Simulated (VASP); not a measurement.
A run of VASP 6.6.1 is set up as follows.

INCAR

```
SYSTEM = AlSiN
PREC     = Accurate       ! precision mode
ENCUT    = 600            ! plane-wave cutoff, eV
EDIFF    = 1E-6           ! SCF threshold, eV
ISMEAR   = 0              ! smearing method
SIGMA    = 0.1            ! smearing width, eV
LREAL    = .FALSE.        ! projectors in reciprocal space
LASPH    = .TRUE.         ! aspherical terms in the spheres
NELM     = 200            ! most SCF steps
ALGO     = Normal         ! electronic algorithm
ISIF     = 2              ! what is computed and relaxed
LWAVE    = .FALSE.        ! write WAVECAR
LCHARG   = .TRUE.         ! write CHGCAR
ISPIN    = 2              ! spin polarisation
MAGMOM   = 0 0 1          ! initial moments
LORBIT   = 11             ! projections on sites
GGA      = PE             ! functional
LELF     = .TRUE.         ! ELF
LVHAR    = .TRUE.       
NBANDS   = 17             ! bands
GGA_COMPAT= .FALSE.
```

Contents of KPOINTS:

```
regular mesh
0
G
  6 6 6
  0 0 0
```

The input POSCAR:

```
AlSiN
1.0
    3.6457866300      0.0000000000      0.0000000000
   -1.8228933200      3.1573438400      0.0000000000
    0.0000000000      0.0000000000      3.6615969000
Al Si N
1 1 1
Direct
    0.6666666700      0.3333333300      0.5000000000
    0.0000000000      0.0000000000      0.0000000000
    0.3333333300      0.6666666700      0.5000000000
```

Potentials or basis: VASP PAW PBE potentials, release 64 (Al, Si, N).

The run is started by

```console
$ cat potpaw_PBE.64/Al/POTCAR potpaw_PBE.64/Si/POTCAR potpaw_PBE.64/N/POTCAR > POTCAR
$ mpirun -np 1 vasp_std > vasp.out
```

(1) Estimate the net moment.

(2) Estimate the pressure.

(3) Estimate the band gap on the k mesh.

Answers

(1) 0.00 μB per cell.

(2) -10.5 GPa.

(3) zero (filled and empty bands overlap).
